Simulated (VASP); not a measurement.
# LiCl (Fm-3m) in VASP: single point with PBE

Aim: the single point of LiCl with PBE.

Everything below comes from runs of VASP 6.6.1. Logs are shortened: lines on timing, memory, paths and dates and some standing lists are left out, and cuts for length are marked.

## Step 1: The cell of the first run

The structure is cubic, space group Fm-3m (No. 225). Conventional cell: a = 5.214 Å, b = 5.214 Å, c = 5.214 Å, α = 90.00°, β = 90.00°, γ = 90.00°. Within 3.4 Å of Li (site symmetry m-3m) lie 6 Cl at 2.61 Å. Cl (site symmetry m-3m) has 6 Li at 2.61 Å within 3.4 Å.

## Step 2: Single point, PBE (K replaced by Li, lengths x 0.852, strained)

Contents of INCAR:

```
ALGO     = Normal         # electronic algorithm
EDIFF    = 1E-6           # SCF threshold, eV
ENCUT    = 520            # plane-wave cutoff, eV
GGA      = PE             # functional
ISIF     = 2              # what is computed and relaxed
ISMEAR   = 0              # smearing method
LASPH    = T              # aspherical terms in the spheres
LCHARG   = F              # write CHGCAR
LREAL    = F              # projectors in reciprocal space
LWAVE    = F              # write WAVECAR
NBANDS   = 12             # bands
NELM     = 60             # most SCF steps
PREC     = Accurate       # precision mode
SIGMA    = 0.02           # smearing width, eV
```

Contents of KPOINTS:

```
k-points
0
Gamma
  8 8 8
```

Contents of POSCAR:

```
LiCl
1.0
    0.0000000000      2.6068537475      2.6068537475
    2.6068537475      0.0000000000      2.6068537475
    2.6068537475      2.6068537475      0.0000000000
Li Cl
1 1
Direct
    0.0000000000      0.0000000000      0.0000000000
    0.5000000000      0.5000000000      0.5000000000
```

Potentials or basis: VASP PAW PBE potentials, release 64 (Li_sv, Cl).

Command:

```bash
$ cat potpaw_PBE.64/Li_sv/POTCAR potpaw_PBE.64/Cl/POTCAR > POTCAR
$ mpirun -np 1 vasp_std > vasp.out
```

OUTCAR:

```text
EDIFF = 1E-6
   ENCUT = 520
   GGA = PE
   ISIF = 2
   ISMEAR = 0
   LASPH = T
   LREAL = F
   NELM = 60
   PREC = Accurate

 ion  position               nearest neighbor table
   1  0.000  0.000  0.000-   2 2.61   2 2.61   2 2.61   2 2.61   2 2.61   2 2.61
   2  0.500  0.500  0.500-   1 2.61   1 2.61   1 2.61   1 2.61   1 2.61   1 2.61

  LATTYP: Found a face centered cubic cell.
 ALAT       =     5.2137074950

  Lattice vectors:

 A1 = (   0.0000000000,   2.6068537475,   2.6068537475)
 A2 = (   2.6068537475,   0.0000000000,   2.6068537475)
 A3 = (   2.6068537475,   2.6068537475,   0.0000000000)

Analysis of symmetry for initial positions (statically):
=====================================================================
 Subroutine PRICEL returns:
 Original cell was already a primitive cell.

 Routine SETGRP: Setting up the symmetry group for a
 face centered cubic supercell.

 Subroutine GETGRP returns: Found 48 space group operations
 (whereof 48 operations were pure point group operations)
 out of a pool of 48 trial point group operations.

The static configuration has the point symmetry O_h .

Analysis of symmetry for dynamics (positions and initial velocities):
=====================================================================
 Subroutine PRICEL returns:
 Original cell was already a primitive cell.

 Routine SETGRP: Setting up the symmetry group for a
 face centered cubic supercell.

 Subroutine GETGRP returns: Found 48 space group operations
 (whereof 48 operations were pure point group operations)
 out of a pool of 48 trial point group operations.

The dynamic configuration has the point symmetry O_h .

 Subroutine INISYM returns: Found 48 space group operations
 (whereof 48 operations are pure point group operations),
 and found     1 'primitive' translations

----------------------------------------------------------------------------------------

                                     Primitive cell

  volume of cell :      35.4307

  direct lattice vectors                    reciprocal lattice vectors
     0.000000000  2.606853748  2.606853748    -0.191802091  0.191802091  0.191802091
     2.606853748  0.000000000  2.606853748     0.191802091 -0.191802091  0.191802091
     2.606853748  2.606853748  0.000000000     0.191802091  0.191802091 -0.191802091

  length of vectors
     3.686647925  3.686647925  3.686647925     0.332210967  0.332210967  0.332210967

  position of ions in fractional coordinates (direct lattice)
     0.000000000  0.000000000  0.000000000
     0.500000000  0.500000000  0.500000000

[... 87 lines left out ...]
   NELECT =      10.0000    total number of electrons
   NUPDOWN=      -1.0000    fix difference up-down
   EMIN   =  10.00;   EMAX   =-10.00  energy-range for DOS
   EFERMI =   0.00;   METHOD = LEGACY
   ISMEAR =     0;   SIGMA  =   0.02  broadening in eV -4-tet -1-fermi 0-gaus
   EFERMI_NEDOS =   21; number of points for ismear=-14 and -15
   IALGO  =     38    algorithm
   IMIX   =      4    mixing-type and parameters
     AMIX     =   0.40;   BMIX     =  1.00
     AMIX_MAG =   1.60;   BMIX_MAG =  1.00
  volume/ion in A,a.u.               =      17.72       119.55
  Fermi-wavevector in a.u.,A,eV,Ry     =   1.073861  2.029303 15.689939  1.153178
  Thomas-Fermi vector in A             =   2.209673
   LORBIT       =      0    0 simple, 1 ext, 2 COOP (PROOUT), +10 PAW based schemes
   GGA     = PE    functional components
   LHFCALC =     F    Hartree Fock is set to
   AEXX    =    0.0000 exact exchange contribution
   IVDW    =     0    specifies the selected vdW correction
   LEPSILON=     F    determine dielectric tensor
   LRPA    =     F    only Hartree local field effects (RPA)
 non-spin polarized calculation
 Gauss-broadening in eV      SIGMA  =   0.02
  energy-cutoff  :      520.00
  volume of cell :       35.43
 maximum number of plane-waves:       961
   NGX = 13   NGY = 13   NGZ = 13

 number of electron      10.0000011 magnetization

 Free energy of the ion-electron system (eV)
  ---------------------------------------------------
  ext. energy  EPLUGINS =         0.00000000
  ---------------------------------------------------
  free energy    TOTEN  =        -7.38166810 eV

  energy without entropy =       -7.38166810  energy(sigma->0) =       -7.38166810

 E-fermi :   0.3779     XC(G=0):  -8.5217

 val. band max:        0.2247556091   @ k =   0.0000   0.0000   0.0000
 cond. band min:       6.2945802744   @ k =   0.0000   0.0000   0.0000
 fundamental gap:      6.0698246654
 Fermi energy:         0.3779449012

 k-point     1 :       0.0000    0.0000    0.0000
  band No.  band energies     occupation
      1     -43.3900      2.00000
      2     -13.0077      2.00000
      3       0.2248      2.00000
      4       0.2248      2.00000
      5       0.2248      2.00000
      6       6.2946      0.00000
      7      12.1178      0.00000
      8      12.1178      0.00000
      9      12.1178      0.00000
     10      14.4570      0.00000
     11      14.4571      0.00000
     12      14.4571      0.00000
[... 331 lines left out ...]
 k-point    24 :      -0.3750    0.2500    0.1250
  band No.  band energies     occupation
      1     -43.3877      2.00000
      2     -12.4005      2.00000
      3      -2.1353      2.00000
      4      -0.9723      2.00000
      5      -0.3058      2.00000
      6       8.3310      0.00000
      7       9.4661      0.00000
      8      10.6566      0.00000
      9      11.6605      0.00000
     10      15.5236      0.00000
     11      16.0308      0.00000
     12      18.1048      0.00000

 [... further k-points ...]

------------------------ aborting loop because EDIFF is reached ----------------------------------------

  FORCE on cell =-STRESS in cart. coord.  units (eV):
  Direction    XX          YY          ZZ          XY          YZ          ZX
  --------------------------------------------------------------------------------------
  -------------------------------------------------------------------------------------
  Total       -0.2608316     -0.2608316     -0.2608316     -0.0000000     -0.0000000     -0.0000000
  in kB      -11.7948062    -11.7948062    -11.7948062     -0.0000000     -0.0000000     -0.0000000
  external PRESSURE =     -11.7948062 kB  Pullay stress =       0.0000000 kB

 VOLUME and BASIS-vectors are now :
 -----------------------------------------------------------------------------
  energy-cutoff  :      520.00
  volume of cell :       35.43
      direct lattice vectors                 reciprocal lattice vectors
     0.000000000  2.606853748  2.606853748    -0.191802091  0.191802091  0.191802091
     2.606853748  0.000000000  2.606853748     0.191802091 -0.191802091  0.191802091
     2.606853748  2.606853748  0.000000000     0.191802091  0.191802091 -0.191802091

 POSITION                                       TOTAL-FORCE (eV/Angst)
 -----------------------------------------------------------------------------------
      0.00000      0.00000      0.00000        -0.000000     -0.000000     -0.000000
      2.60685      2.60685      2.60685         0.000000      0.000000      0.000000
 -----------------------------------------------------------------------------------
    total drift:                                0.000000      0.000000      0.000000

  FREE ENERGIE OF THE ION-ELECTRON SYSTEM (eV)
  ---------------------------------------------------
  free  energy   TOTEN  =        -7.3816680953 eV

  energy  without entropy=       -7.3816680953  energy(sigma->0) =       -7.38166810
```

stdout:

```text
POSCAR found type information on POSCAR LiCl
 POSCAR found :  2 types and       2 ions
 scaLAPACK will be used
 LDA part: xc-table for (Slater+PW92), standard interpolation
 POSCAR, INCAR and KPOINTS ok, starting setup
 FFT: planning ... GRIDC
 FFT: planning ... GRID_SOFT
 FFT: planning ... GRID
 WAVECAR not read
 entering main loop
```

It took 21 s on 1 thread of Intel Xeon 8259CL, shared host; peak memory 0.15 GiB.

Results:

| Item | Value |
| --- | --- |
| Free energy | -7.3817 eV |
| Band gap on the k mesh | 6.07 eV |

Levels at points of the mesh, in eV from the valence-band top:
| k point | band 3 | band 4 | band 5 | band 6 | band 7 | band 8 |
| --- | --- | --- | --- | --- | --- | --- |
| (0.00, 0.00, 0.00) | 0.00 | 0.00 | 0.00 | 6.07 | 11.89 | 11.89 |
| (0.50, 0.00, 0.00) | -2.62 | -0.24 | -0.24 | 6.71 | 9.47 | 9.47 |
| (0.50, 0.50, 0.00) | -2.68 | -1.01 | -1.01 | 7.77 | 8.36 | 12.03 |

Caveat: the cell differs from its parent crystal (K replaced by Li, lengths x 0.852, strained); the cutoff is under 1.25 times the usual one of these potentials, so pressure, stress and relaxed cells hold a basis-set (Pulay) error. A k mesh can miss the band edges.
